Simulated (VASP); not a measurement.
# C (Cmme) in VASP: further runs

Runs on C. Level: PBEsol. Tasks: single point.

Program: VASP 6.6.1. These are calculated values, not measurements. Logs are shortened: lines on timing, memory, paths and dates and some standing lists are left out, and cuts for length are marked.

### Step 1. The cell of the first run

The typed cell holds 4 atoms: a = 2.589 Å, b = 2.589 Å, c = 7.821 Å, α = 90.00°, β = 90.00°, γ = 121.31°.

### Step 2. Single point, PBEsol (11.20 Å³/atom)

File INCAR:

```
PREC = Accurate
ENCUT = 520
EDIFF = 1E-6
ISMEAR = 0
SIGMA = 0.15
LREAL = F
LASPH = T
NELM = 80
ALGO = Normal
ISIF = 2
LWAVE = F
LCHARG = F
GGA = PS
NBANDS = 16
```

File KPOINTS:

```
Automatic mesh
0
Gamma
  21 21 6
```

File POSCAR:

```
C
1.0
    1.2689817349     -2.2570866333      0.0000000000
    1.2689817349      2.2570866333      0.0000000000
    0.0000000000      0.0000000000      7.8213765139
C
4
Direct
    0.0833216498      0.9166783502      0.7498439858
    0.5833216498      0.4166783502      0.2501560142
    0.9166783502      0.0833216498      0.2501560142
    0.4166783502      0.5833216498      0.7498439858
```

Potentials or basis: VASP PAW PBE potentials, release 64 (C).

Started as:

```bash
$ cat potpaw_PBE.64/C/POTCAR > POTCAR
$ mpirun -np 1 vasp_std > vasp.out
```

OUTCAR:

```text
PREC = Accurate
   ENCUT = 520
   EDIFF = 1E-6
   ISMEAR = 0
   LREAL = F
   LASPH = T
   NELM = 80
   ISIF = 2
   GGA = PS

 ion  position               nearest neighbor table
   1  0.083  0.917  0.750-   4 1.48   4 1.48   4 1.50
   2  0.583  0.417  0.250-   3 1.48   3 1.48   3 1.50
   3  0.917  0.083  0.250-   2 1.48   2 1.48   2 1.50
   4  0.417  0.583  0.750-   1 1.48   1 1.48   1 1.50

  LATTYP: Found a base centered orthorhombic cell.
 ALAT       =     2.5379634698
 B/A-ratio  =     1.7786596696
 C/A-ratio  =     3.0817529909

  Lattice vectors:

 A1 = (   1.2689817349,  -2.2570866333,   0.0000000000)
 A2 = (   1.2689817349,   2.2570866333,   0.0000000000)
 A3 = (   0.0000000000,   0.0000000000,   7.8213765139)

Analysis of symmetry for initial positions (statically):
=====================================================================
 Subroutine PRICEL returns:
 Original cell was already a primitive cell.

 Routine SETGRP: Setting up the symmetry group for a
 base centered orthorhombic supercell.

 Subroutine GETGRP returns: Found  8 space group operations
 (whereof  4 operations were pure point group operations)
 out of a pool of  8 trial point group operations.

The static configuration has the point symmetry C_2h.
 The point group associated with its full space group is D_2h.

Analysis of symmetry for dynamics (positions and initial velocities):
=====================================================================
 Subroutine PRICEL returns:
 Original cell was already a primitive cell.

 Routine SETGRP: Setting up the symmetry group for a
 base centered orthorhombic supercell.

 Subroutine GETGRP returns: Found  8 space group operations
 (whereof  4 operations were pure point group operations)
 out of a pool of  8 trial point group operations.

The dynamic configuration has the point symmetry C_2h.
 The point group associated with its full space group is D_2h.

 Subroutine INISYM returns: Found  8 space group operations
 (whereof  4 operations are pure point group operations),
 and found     1 'primitive' translations

----------------------------------------------------------------------------------------

                                     Primitive cell

  volume of cell :      44.8040

  direct lattice vectors                    reciprocal lattice vectors
     1.268981735 -2.257086633  0.000000000     0.394016704 -0.221524505  0.000000000
     1.268981735  2.257086633  0.000000000     0.394016704  0.221524505  0.000000000
     0.000000000  0.000000000  7.821376514     0.000000000  0.000000000  0.127854732

  length of vectors
     2.589354111  2.589354111  7.821376514     0.452020209  0.452020209  0.127854732

  position of ions in fractional coordinates (direct lattice)
     0.083321650  0.916678350  0.749843986
     0.583321650  0.416678350  0.250156014
     0.916678350  0.083321650  0.250156014
     0.416678350  0.583321650  0.749843986

  ion indices of the primitive-cell ions
   primitive index   ion index
                 1           1
                 2           2
                 3           3
                 4           4

----------------------------------------------------------------------------------------

 KPOINTS: Automatic mesh

Automatic generation of k-mesh.
 Grid dimensions read from file:
 generate k-points for:   21   21    6

 Generating k-lattice:

  Cartesian coordinates                     Fractional coordinates (reciprocal lattice)
     0.018762700 -0.010548786  0.000000000     0.047619048  0.000000000  0.000000000
     0.018762700  0.010548786  0.000000000     0.000000000  0.047619048  0.000000000
     0.000000000  0.000000000  0.021309122     0.000000000  0.000000000  0.166666667

  Length of vectors
     0.021524772  0.021524772  0.021309122

  Shift w.r.t. Gamma in fractional coordinates (k-lattice)
     0.000000000  0.000000000  0.000000000

 Subroutine IBZKPT returns following result:
 ===========================================

 Found    484 irreducible k-points:

 Following reciprocal coordinates:
            Coordinates               Weight
  0.000000  0.000000  0.000000      1.000000
  0.047619  0.000000  0.000000      4.000000
  0.095238  0.000000  0.000000      4.000000
  0.142857  0.000000  0.000000      4.000000
  0.190476  0.000000  0.000000      4.000000
  0.238095  0.000000  0.000000      4.000000
[... 16 lines left out ...]
 -0.428571  0.047619  0.000000      4.000000
 -0.380952  0.047619  0.000000      4.000000
 [... further k-points ...]
   k-points           NKPTS =    484   k-points in BZ     NKDIM =    484   number of bands    NBANDS=     16
   number of dos      NEDOS =    301   number of ions     NIONS =      4
   total plane-waves  NPLWV =  24000
   dimension x,y,z NGX =    20 NGY =   20 NGZ =   60
   dimension x,y,z NGXF=    40 NGYF=   40 NGZF=  120
   ions per type =               4
   NGX,Y,Z   is equivalent  to a cutoff of  12.84, 12.84, 12.75 a.u.
   NGXF,Y,Z  is equivalent  to a cutoff of  25.68, 25.68, 25.51 a.u.
 SYSTEM =  unknown system
   PREC   = accura    normal or accurate (medium, high low for compatibility)
   ISTART =      0    job   : 0-new  1-cont  2-samecut
   ICHARG =      2    charge: 1-file 2-atom 10-const
   ISPIN  =      1    spin polarized calculation?
   LNONCOLLINEAR =      F non collinear calculations
   LSORBIT =      F    spin-orbit coupling
   LASPH  =      T    aspherical Exc in radial PAW
   ENCUT  =  520.0 eV  38.22 Ry    6.18 a.u.   4.81  4.81 14.54*2*pi/ulx,y,z
   NELM   =     80;   NELMIN=  2; NELMDL= -5     # of ELM steps
   EDIFF  = 0.1E-05   stopping-criterion for ELM
   LREAL  =      F    real-space projection
   EDIFFG = 0.1E-04   stopping-criterion for IOM
   NSW    =      0    number of steps for IOM
   IBRION =     -1    ionic relax: 0-MD 1-quasi-New 2-CG
   NFREE  =      0    steps in history (QN), initial steepest desc. (CG)
   ISIF   =      2    stress and relaxation
   ISYM   =      2    0-nonsym 1-usesym 2-fastsym
   POTIM  = 0.5000    time-step for ionic-motion
   TEBEG  =    0.0;   TEEND  =   0.0 temperature during run
   PSTRESS=    0.0 pullay stress
   NELECT =      16.0000    total number of electrons
   NUPDOWN=      -1.0000    fix difference up-down
   EMIN   =  10.00;   EMAX   =-10.00  energy-range for DOS
   EFERMI =   0.00;   METHOD = LEGACY
   ISMEAR =     0;   SIGMA  =   0.15  broadening in eV -4-tet -1-fermi 0-gaus
   EFERMI_NEDOS =   21; number of points for ismear=-14 and -15
   IALGO  =     38    algorithm
   IMIX   =      4    mixing-type and parameters
     AMIX     =   0.40;   BMIX     =  1.00
     AMIX_MAG =   1.60;   BMIX_MAG =  1.00
  volume/ion in A,a.u.               =      11.20        75.59
  Fermi-wavevector in a.u.,A,eV,Ry     =   1.161473  2.194866 18.354534  1.349020
  Thomas-Fermi vector in A             =   2.298045
   LORBIT       =      0    0 simple, 1 ext, 2 COOP (PROOUT), +10 PAW based schemes
   GGA     = PS    functional components
   LHFCALC =     F    Hartree Fock is set to
   AEXX    =    0.0000 exact exchange contribution
   IVDW    =     0    specifies the selected vdW correction
   LEPSILON=     F    determine dielectric tensor
   LRPA    =     F    only Hartree local field effects (RPA)
 non-spin polarized calculation
 Gauss-broadening in eV      SIGMA  =   0.15
  energy-cutoff  :      520.00
  volume of cell :       44.80
 maximum number of plane-waves:      1230
   NGX =  9   NGY =  9   NGZ = 29

 number of electron      16.0000000 magnetization

 Free energy of the ion-electron system (eV)
  ---------------------------------------------------
  ext. energy  EPLUGINS =         0.00000000
  ---------------------------------------------------
  free energy    TOTEN  =       -38.04742109 eV

  energy without entropy =      -38.04663679  energy(sigma->0) =      -38.04702894

 E-fermi :   2.7359     XC(G=0):  -9.2384

 val. band max:        2.6621596055   @ k =   0.3333   0.3333   0.3333
 cond. band min:       2.7532596967   @ k =   0.3333   0.3333   0.0000
 fundamental gap:      0.0911000912
 Fermi energy:         2.7359367431

 k-point     1 :       0.0000    0.0000    0.0000
  band No.  band energies     occupation
      1     -15.8591      2.00000
      2     -15.7675      2.00000
      3      -4.5927      2.00000
      4      -3.6815      2.00000
      5      -0.4044      2.00000
      6      -0.4000      2.00000
[... 8 lines left out ...]
     15      12.6632      0.00000
     16      12.6668      0.00000

 k-point     2 :       0.0476    0.0000    0.0000
  band No.  band energies     occupation
      1     -15.8085      2.00000
      2     -15.7172      2.00000
      3      -4.5328      2.00000
      4      -3.6241      2.00000
      5      -0.5516      2.00000
      6      -0.5514      2.00000
[... 8 lines left out ...]
     15      12.5067      0.00000
     16      12.5430      0.00000

 k-point     3 :       0.0952    0.0000    0.0000
  band No.  band energies     occupation
      1     -15.6569      2.00000
      2     -15.5666      2.00000
      3      -4.3536      2.00000
      4      -3.4523      2.00000
      5      -1.1136      2.00000
      6      -1.1045      2.00000
[... 8 lines left out ...]
     15      12.0448      0.00000
     16      12.1068      0.00000

 k-point     4 :       0.1429    0.0000    0.0000
  band No.  band energies     occupation
      1     -15.4048      2.00000
      2     -15.3162      2.00000
      3      -4.0564      2.00000
      4      -3.1679      2.00000
      5      -1.9718      2.00000
      6      -1.9572      2.00000
[... 8 lines left out ...]
     15      11.7481      0.00000
     16      11.7496      0.00000

 k-point     5 :       0.1905    0.0000    0.0000
  band No.  band energies     occupation
      1     -15.0533      2.00000
      2     -14.9671      2.00000
      3      -3.6440      2.00000
      4      -3.0116      2.00000
      5      -2.9913      2.00000
      6      -2.7744      2.00000
[... 8 lines left out ...]
     15      12.8728      0.00000
     16      12.8729      0.00000

 k-point     6 :       0.2381    0.0000    0.0000
  band No.  band energies     occupation
      1     -14.6041      2.00000
      2     -14.5208      2.00000
      3      -4.1513      2.00000
      4      -4.1251      2.00000
      5      -3.1208      2.00000
      6      -2.2775      2.00000
[... 8 lines left out ...]
     15      14.1540      0.00000
     16      14.1629      0.00000
[... 267 lines left out ...]
 k-point    21 :       0.4762    0.0476    0.0000
  band No.  band energies     occupation
      1     -10.9250      2.00000
      2     -10.9224      2.00000
      3      -9.7804      2.00000
      4      -9.7784      2.00000
      5      -3.6579      2.00000
      6      -3.6492      2.00000
[... 8 lines left out ...]
     15      15.2588      0.00000
     16      15.4354      0.00000

 k-point    22 :      -0.4762    0.0476    0.0000
  band No.  band energies     occupation
      1     -11.4993      2.00000
      2     -11.4425      2.00000
      3      -9.1759      2.00000
      4      -9.1306      2.00000
      5      -3.6181      2.00000
      6      -3.6092      2.00000
[... 8 lines left out ...]
     15      14.5990      0.00000
     16      16.1325      0.00000

 k-point    23 :      -0.4286    0.0476    0.0000
  band No.  band energies     occupation
      1     -12.2986      2.00000
      2     -12.2314      2.00000
      3      -8.1580      2.00000
      4      -8.1132      2.00000
      5      -3.4803      2.00000
      6      -3.4714      2.00000
[... 8 lines left out ...]
     15      15.6400      0.00000
     16      16.8534      0.00000

 k-point    24 :      -0.3810    0.0476    0.0000
  band No.  band energies     occupation
      1     -13.0539      2.00000
      2     -12.9808      2.00000
      3      -7.0427      2.00000
      4      -7.0028      2.00000
      5      -3.2478      2.00000
      6      -3.2391      2.00000
[... 8 lines left out ...]
     15      16.3316      0.00000
     16      17.6099      0.00000

 [... further k-points ...]

------------------------ aborting loop because EDIFF is reached ----------------------------------------

  FORCE on cell =-STRESS in cart. coord.  units (eV):
  Direction    XX          YY          ZZ          XY          YZ          ZX
  --------------------------------------------------------------------------------------
  -------------------------------------------------------------------------------------
  Total       -8.6333362    -13.2285736     -0.0563409      0.0000000     -0.0000000      0.0000000
  in kB     -308.7254602   -473.0497441     -2.0147346      0.0000000     -0.0000000      0.0000000
  external PRESSURE =    -261.2633129 kB  Pullay stress =       0.0000000 kB

 VOLUME and BASIS-vectors are now :
 -----------------------------------------------------------------------------
  energy-cutoff  :      520.00
  volume of cell :       44.80
      direct lattice vectors                 reciprocal lattice vectors
     1.268981735 -2.257086633  0.000000000     0.394016704 -0.221524505  0.000000000
     1.268981735  2.257086633  0.000000000     0.394016704  0.221524505  0.000000000
     0.000000000  0.000000000  7.821376514     0.000000000  0.000000000  0.127854732

 POSITION                                       TOTAL-FORCE (eV/Angst)
 -----------------------------------------------------------------------------------
      1.26898      1.88096      5.86481         0.000000     -0.036124      0.000041
      1.26898     -0.37613      1.95656         0.000000     -0.036124     -0.000041
      1.26898     -1.88096      1.95656         0.000000      0.036124     -0.000041
      1.26898      0.37613      5.86481         0.000000      0.036124      0.000041
 -----------------------------------------------------------------------------------
    total drift:                                0.000000      0.000000     -0.000000

  FREE ENERGIE OF THE ION-ELECTRON SYSTEM (eV)
  ---------------------------------------------------
  free  energy   TOTEN  =       -38.0474210933 eV

  energy  without entropy=      -38.0466367883  energy(sigma->0) =      -38.04702894
```

Run time: 2.8 min. Hardware: 1 thread of AMD EPYC 9R45 (Zen 5), shared host; peak memory 0.32 GiB.

Results:

```yaml
Free_energy: -38.0474 eV
Pressure: -26.1 GPa
Largest_force: 0.036 eV/Å
Band_gap_on_the_k_mesh: zero (filled and empty bands touch)
```

Forces in eV/Å, atoms in the order of the input:
```
C    0.000 -0.036  0.000
C    0.000 -0.036  0.000
C    0.000  0.036  0.000
C    0.000  0.036  0.000
```

Caveat: the stress differs along the axes, from -47 to -0 GPa; this functional lacks dispersion, which binds layers or chains, so the pressure and a relaxed spacing across them are unreliable; the PAW data sets were made with another functional, which shifts forces and pressure a little.

(Part 1 of 2 ends here.)

The gap in the log of VASP goes by the Fermi energy; the results here count the filled bands.